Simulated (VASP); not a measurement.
# ScAs3 (Pm-3m) in VASP: a series of runs

The runs below take ScAs3 through single point, relaxation of cell and atoms, with PBE.

Everything below comes from runs of VASP 6.6.1. Logs are shortened: lines on timing, memory, paths and dates and some standing lists are left out, and cuts for length are marked.

### 1 The cell of the first run

Symmetry: Pm-3m, No. 221, cubic system. The conventional cell has a = 4.306 Å, b = 4.306 Å, c = 4.306 Å, α = 90.00°, β = 90.00°, γ = 90.00°. Sc (site symmetry m-3m) has 12 As at 3.04 Å within 4.0 Å. Within 4.0 Å of As (site symmetry 4/mmm) lie 4 Sc at 3.04 Å and 8 As at 3.04 Å.

### 2 Single point, PBE

File INCAR:

```
SYSTEM = ScAs3
PREC = Accurate ; ENCUT = 520
EDIFF = 1E-6 ; ISMEAR = 0
SIGMA = 0.1 ; LREAL = .FALSE.
LASPH = .TRUE. ; NELM = 80
ALGO = Normal ; ISIF = 2
LWAVE = .FALSE. ; LCHARG = .FALSE.
GGA = PE ; NBANDS = 21
```

File KPOINTS:

```
regular mesh
0
G
  4 4 4
  0 0 0
```

File POSCAR:

```
ScAs3
1.0
    4.3062783142      0.0000000000      0.0000000000
    0.0000000000      4.3062783142      0.0000000000
    0.0000000000      0.0000000000      4.3062783142
Sc As
1 3
Direct
    0.0000000000      0.0000000000      0.0000000000
    0.0000000000      0.5000000000      0.5000000000
    0.5000000000      0.0000000000      0.5000000000
    0.5000000000      0.5000000000      0.0000000000
```

Potentials or basis: VASP PAW PBE potentials, release 64 (Sc_sv, As).

The run is started by

```sh
> cat potpaw_PBE.64/Sc_sv/POTCAR potpaw_PBE.64/As/POTCAR > POTCAR
> mpirun -np 1 vasp_std > vasp.out
```

OUTCAR:

```text
SYSTEM = ScAs3
   PREC = Accurate
   ENCUT = 520
   EDIFF = 1E-6
   ISMEAR = 0
   LREAL = .FALSE.
   LASPH = .TRUE.
   NELM = 80
   ISIF = 2
   GGA = PE

 ion  position               nearest neighbor table
   1  0.000  0.000  0.000-   2 3.04   3 3.04   4 3.04   2 3.04   3 3.04   2 3.04   4 3.04   2 3.04
                             3 3.04   4 3.04   3 3.04   4 3.04
   2  0.000  0.500  0.500-   1 3.04   1 3.04   1 3.04   1 3.04
   3  0.500  0.000  0.500-   1 3.04   1 3.04   1 3.04   1 3.04
   4  0.500  0.500  0.000-   1 3.04   1 3.04   1 3.04   1 3.04

  LATTYP: Found a simple cubic cell.
 ALAT       =     4.3062783142

  Lattice vectors:

 A1 = (   4.3062783142,   0.0000000000,   0.0000000000)
 A2 = (   0.0000000000,   4.3062783142,   0.0000000000)
 A3 = (   0.0000000000,   0.0000000000,   4.3062783142)

Analysis of symmetry for initial positions (statically):
=====================================================================
 Subroutine PRICEL returns:
 Original cell was already a primitive cell.

 Routine SETGRP: Setting up the symmetry group for a
 simple cubic supercell.

 Subroutine GETGRP returns: Found 48 space group operations
 (whereof 48 operations were pure point group operations)
 out of a pool of 48 trial point group operations.

The static configuration has the point symmetry O_h .

Analysis of symmetry for dynamics (positions and initial velocities):
=====================================================================
 Subroutine PRICEL returns:
 Original cell was already a primitive cell.

 Routine SETGRP: Setting up the symmetry group for a
 simple cubic supercell.

 Subroutine GETGRP returns: Found 48 space group operations
 (whereof 48 operations were pure point group operations)
 out of a pool of 48 trial point group operations.

The dynamic configuration has the point symmetry O_h .

 Subroutine INISYM returns: Found 48 space group operations
 (whereof 48 operations are pure point group operations),
 and found     1 'primitive' translations

----------------------------------------------------------------------------------------

                                     Primitive cell

  volume of cell :      79.8558

  direct lattice vectors                    reciprocal lattice vectors
     4.306278314  0.000000000  0.000000000     0.232219083  0.000000000  0.000000000
     0.000000000  4.306278314  0.000000000     0.000000000  0.232219083  0.000000000
     0.000000000  0.000000000  4.306278314     0.000000000  0.000000000  0.232219083

  length of vectors
     4.306278314  4.306278314  4.306278314     0.232219083  0.232219083  0.232219083

  position of ions in fractional coordinates (direct lattice)
     0.000000000  0.000000000  0.000000000
     0.000000000  0.500000000  0.500000000
     0.500000000  0.000000000  0.500000000
     0.500000000  0.500000000  0.000000000

  ion indices of the primitive-cell ions
   primitive index   ion index
                 1           1
                 2           2
                 3           3
                 4           4

----------------------------------------------------------------------------------------

 KPOINTS: regular mesh

Automatic generation of k-mesh.
 Grid dimensions read from file:
 generate k-points for:    4    4    4

 Generating k-lattice:

  Cartesian coordinates                     Fractional coordinates (reciprocal lattice)
     0.058054771  0.000000000  0.000000000     0.250000000  0.000000000  0.000000000
     0.000000000  0.058054771  0.000000000     0.000000000  0.250000000  0.000000000
     0.000000000  0.000000000  0.058054771     0.000000000  0.000000000  0.250000000

  Length of vectors
     0.058054771  0.058054771  0.058054771

  Shift w.r.t. Gamma in fractional coordinates (k-lattice)
     0.000000000  0.000000000  0.000000000

 Subroutine IBZKPT returns following result:
 ===========================================

 Found     10 irreducible k-points:

 Following reciprocal coordinates:
            Coordinates               Weight
  0.000000  0.000000  0.000000      1.000000
  0.250000  0.000000  0.000000      6.000000
  0.500000  0.000000  0.000000      3.000000
  0.250000  0.250000  0.000000     12.000000
  0.500000  0.250000  0.000000     12.000000
  0.500000  0.500000  0.000000      3.000000
  0.250000  0.250000  0.250000      8.000000
  0.500000  0.250000  0.250000     12.000000
  0.500000  0.500000  0.250000      6.000000
  0.500000  0.500000  0.500000      1.000000
   k-points           NKPTS =     10   k-points in BZ     NKDIM =     10   number of bands    NBANDS=     21
   number of dos      NEDOS =    301   number of ions     NIONS =      4
   total plane-waves  NPLWV =  32768
   dimension x,y,z NGX =    32 NGY =   32 NGZ =   32
   dimension x,y,z NGXF=    64 NGYF=   64 NGZF=   64
   ions per type =               1   3
   NGX,Y,Z   is equivalent  to a cutoff of  12.35, 12.35, 12.35 a.u.
   NGXF,Y,Z  is equivalent  to a cutoff of  24.71, 24.71, 24.71 a.u.
 SYSTEM =  ScAs3
   PREC   = accura    normal or accurate (medium, high low for compatibility)
   ISTART =      0    job   : 0-new  1-cont  2-samecut
   ICHARG =      2    charge: 1-file 2-atom 10-const
   ISPIN  =      1    spin polarized calculation?
   LNONCOLLINEAR =      F non collinear calculations
   LSORBIT =      F    spin-orbit coupling
   LASPH  =      T    aspherical Exc in radial PAW
   ENCUT  =  520.0 eV  38.22 Ry    6.18 a.u.   8.01  8.01  8.01*2*pi/ulx,y,z
   NELM   =     80;   NELMIN=  2; NELMDL= -5     # of ELM steps
   EDIFF  = 0.1E-05   stopping-criterion for ELM
   LREAL  =      F    real-space projection
   EDIFFG = 0.1E-04   stopping-criterion for IOM
   NSW    =      0    number of steps for IOM
   IBRION =     -1    ionic relax: 0-MD 1-quasi-New 2-CG
   NFREE  =      0    steps in history (QN), initial steepest desc. (CG)
   ISIF   =      2    stress and relaxation
   ISYM   =      2    0-nonsym 1-usesym 2-fastsym
   POTIM  = 0.5000    time-step for ionic-motion
   TEBEG  =    0.0;   TEEND  =   0.0 temperature during run
   PSTRESS=    0.0 pullay stress
   NELECT =      26.0000    total number of electrons
   NUPDOWN=      -1.0000    fix difference up-down
   EMIN   =  10.00;   EMAX   =-10.00  energy-range for DOS
   EFERMI =   0.00;   METHOD = LEGACY
   ISMEAR =     0;   SIGMA  =   0.10  broadening in eV -4-tet -1-fermi 0-gaus
   EFERMI_NEDOS =   21; number of points for ismear=-14 and -15
   IALGO  =     38    algorithm
   IMIX   =      4    mixing-type and parameters
     AMIX     =   0.40;   BMIX     =  1.00
     AMIX_MAG =   1.60;   BMIX_MAG =  1.00
  volume/ion in A,a.u.               =      19.96       134.72
  Fermi-wavevector in a.u.,A,eV,Ry     =   1.126239  2.128283 17.257821  1.268414
  Thomas-Fermi vector in A             =   2.262920
   LORBIT       =      0    0 simple, 1 ext, 2 COOP (PROOUT), +10 PAW based schemes
   GGA     = PE    functional components
   LHFCALC =     F    Hartree Fock is set to
   AEXX    =    0.0000 exact exchange contribution
   IVDW    =     0    specifies the selected vdW correction
   LEPSILON=     F    determine dielectric tensor
   LRPA    =     F    only Hartree local field effects (RPA)
 non-spin polarized calculation
 Gauss-broadening in eV      SIGMA  =   0.10
  energy-cutoff  :      520.00
  volume of cell :       79.86
 maximum number of plane-waves:      2176
   NGX = 17   NGY = 17   NGZ = 17

 number of electron      26.0000006 magnetization

 Free energy of the ion-electron system (eV)
  ---------------------------------------------------
  ext. energy  EPLUGINS =         0.00000000
  ---------------------------------------------------
  free energy    TOTEN  =       -21.54944783 eV

  energy without entropy =      -21.53811103  energy(sigma->0) =      -21.54377943

 E-fermi :   6.1380     XC(G=0): -10.5729

 val. band max:        6.0680705136   @ k =   0.5000   0.2500   0.0000
 cond. band min:       6.2341931541   @ k =   0.5000   0.2500   0.2500
 fundamental gap:      0.1661226405
 Fermi energy:         6.1379983369

 k-point     1 :       0.0000    0.0000    0.0000
  band No.  band energies     occupation
      1     -44.4305      2.00000
      2     -23.0473      2.00000
      3     -23.0473      2.00000
      4     -23.0473      2.00000
      5      -7.9033      2.00000
      6      -2.9203      2.00000
[... 13 lines left out ...]
     20       9.0828      0.00000
     21       9.0828      0.00000

 k-point     2 :       0.2500    0.0000    0.0000
  band No.  band energies     occupation
      1     -44.4303      2.00000
      2     -23.0550      2.00000
      3     -23.0464      2.00000
      4     -23.0464      2.00000
      5      -7.4732      2.00000
      6      -4.1118      2.00000
[... 13 lines left out ...]
     20       8.7230      0.00000
     21       8.7230      0.00000

 k-point     3 :       0.5000    0.0000    0.0000
  band No.  band energies     occupation
      1     -44.4301      2.00000
      2     -23.0627      2.00000
      3     -23.0454      2.00000
      4     -23.0454      2.00000
      5      -6.6229      2.00000
      6      -5.5156      2.00000
[... 13 lines left out ...]
     20       9.9308      0.00000
     21       9.9308      0.00000
[... 121 lines left out ...]
 k-point     9 :       0.5000    0.5000    0.2500
  band No.  band energies     occupation
      1     -44.4293      2.00000
      2     -23.0591      2.00000
      3     -23.0591      2.00000
      4     -23.0508      2.00000
      5      -4.9946      2.00000
      6      -4.8056      2.00000
[... 13 lines left out ...]
     20       9.3991      0.00000
     21       9.7690      0.00000

 k-point    10 :       0.5000    0.5000    0.5000
  band No.  band energies     occupation
      1     -44.4291      2.00000
      2     -23.0580      2.00000
      3     -23.0580      2.00000
      4     -23.0580      2.00000
      5      -4.6543      2.00000
      6      -4.6543      2.00000
[... 13 lines left out ...]
     20       9.7271      0.00000
     21       9.9264      0.00000

------------------------ aborting loop because EDIFF is reached ----------------------------------------

  FORCE on cell =-STRESS in cart. coord.  units (eV):
  Direction    XX          YY          ZZ          XY          YZ          ZX
  --------------------------------------------------------------------------------------
  -------------------------------------------------------------------------------------
  Total       -1.5235353     -1.5235353     -1.5235353      0.0000000     -0.0000000     -0.0000000
  in kB      -30.5672826    -30.5672826    -30.5672826      0.0000000     -0.0000000     -0.0000000
  external PRESSURE =     -30.5672826 kB  Pullay stress =       0.0000000 kB

 VOLUME and BASIS-vectors are now :
 -----------------------------------------------------------------------------
  energy-cutoff  :      520.00
  volume of cell :       79.86
      direct lattice vectors                 reciprocal lattice vectors
     4.306278314  0.000000000  0.000000000     0.232219083  0.000000000  0.000000000
     0.000000000  4.306278314  0.000000000     0.000000000  0.232219083  0.000000000
     0.000000000  0.000000000  4.306278314     0.000000000  0.000000000  0.232219083

 POSITION                                       TOTAL-FORCE (eV/Angst)
 -----------------------------------------------------------------------------------
      0.00000      0.00000      0.00000         0.000000      0.000000      0.000000
      0.00000      2.15314      2.15314         0.000000      0.000000      0.000000
      2.15314      0.00000      2.15314         0.000000      0.000000      0.000000
      2.15314      2.15314      0.00000         0.000000      0.000000      0.000000
 -----------------------------------------------------------------------------------
    total drift:                                0.000000     -0.000000     -0.000000

  FREE ENERGIE OF THE ION-ELECTRON SYSTEM (eV)
  ---------------------------------------------------
  free  energy   TOTEN  =       -21.5494478270 eV

  energy  without entropy=      -21.5381110304  energy(sigma->0) =      -21.54377943
```

Wall time 39 s (1 thread of AMD EPYC 7R13, shared host); peak memory 0.15 GiB.

Results:

```
Free energy            : -21.5494 eV
Pressure               : -3.1 GPa
Band gap on the k mesh : zero (bands 13 and 14 overlap by 2.90 eV)
```

Caveat: the k points lie up to 0.36 Å⁻¹ apart, too coarse for converged energies and pressures of a metal.

(Continued in part 2 of 2.)

The gap in the log of VASP goes by the Fermi energy; the results here count the filled bands.